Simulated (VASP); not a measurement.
**LiSnF3: single point with PBE**

The system is LiSnF3.

```
Li Sn F
1.0
     4.67501    0.00000    0.00000
     0.00000    4.67501    0.00000
     0.00000    0.00000    4.67501
Li Sn F
1 1 3
Cartesian
  2.3375 2.3375 2.3375
  0.0000 0.0000 0.0000
  0.0000 0.0000 2.3375
  0.0000 2.3375 0.0000
  2.3375 0.0000 0.0000
```

| Quantity | Value |
| --- | --- |
| Program | VASP 6.6.1 |
| Task | single point |
| Functional | PBE |
| Potentials or basis | VASP PAW PBE potentials, release 64 (Li_sv, Sn_d, F) |
| Cutoff | 520 eV |
| k mesh | 6 × 6 × 6 |
| Occupations | gaussian, width 0.02 eV |
| Spin | no spin polarisation |
| Dipole correction | no |
| Further INCAR settings | ALGO = Normal; EDIFF = 1e-07; NBANDS = 27 |

```yaml
Band_gap_on_the_k_mesh: 0.93 eV, indirect (least direct gap 1.96 eV)
```

Levels at points of the mesh, in eV from the valence-band top:
```tsv
k point	band 16	band 17	band 18	band 19	band 20	band 21	band 22	band 23
(0.00, 0.00, 0.00)	-5.30	-5.25	-5.25	-5.25	0.93	4.27	4.27	4.27
(0.50, 0.00, 0.00)	-5.31	-5.26	-5.26	-2.63	0.97	2.92	4.67	4.86
(0.50, 0.50, 0.00)	-5.36	-5.36	-4.94	-1.20	1.58	1.58	2.45	4.68
(0.50, 0.50, 0.50)	-4.94	-4.94	-4.94	0.00	1.96	1.96	1.96	2.62
```

Wall time 61 s on 1 thread of Intel Xeon 6975P-C, with other jobs on the host, peak memory 0.22 GiB.

Caveat: spin-orbit coupling is left out, which moves the levels of the heavy elements. Expect the measured gap to be larger: semilocal functionals such as PBE lack the derivative discontinuity.
